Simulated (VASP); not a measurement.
Crystal: ScW3.

```
Sc W
1.0
     4.27727    0.00000    0.00000
     0.00000    4.27727    0.00000
     0.00000    0.00000    4.27727
Sc W
1 3
Direct
  0.00000 0.00000 0.00000
  0.00000 0.50000 0.50000
  0.50000 0.50000 0.00000
  0.50000 0.00000 0.50000
```

- Program: VASP 6.6.1
- Task: relaxation of cell and atoms
- Functional: PBE
- Potentials or basis: VASP PAW PBE potentials, release 64 (Sc_sv, W_sv)
- Cutoff: 600 eV
- k mesh: 4 × 4 × 4
- Occupations: gaussian, width 0.1 eV
- Spin: no spin polarisation

At the start: pressure -19.2 GPa; volume 19.56 Å³/atom.

Task: Where does the relaxation end?

Result: Over 5 steps the energy falls by 145.3 meV/atom and the volume is 17.37 Å³/atom (-11.2 %); space group Pm-3m (No. 221, to 0.05 Å).

The path:
```
step  energy change (eV)  largest force (eV/Å)  pressure (GPa)  volume (Å³)
   1              0.0000                0.0000          -19.20        78.25
   2              2.3704                0.0000           76.54        54.59
   3             -0.5766                0.0000           -2.08        70.20
   4             -0.5811                0.0000           -0.44        69.63
   5             -0.5813                0.0000            0.05        69.46
```

Final structure:
```
CELL_PARAMETERS angstrom
4.11073 0.00000 0.00000
0.00000 4.11073 0.00000
0.00000 0.00000 4.11073
ATOMIC_POSITIONS crystal
Sc 0.00000 0.00000 0.00000
W 0.00000 0.50000 0.50000
W 0.50000 0.50000 0.00000
W 0.50000 0.00000 0.50000
```

Caveat: the k points lie up to 0.38 Å⁻¹ apart in the final cell.
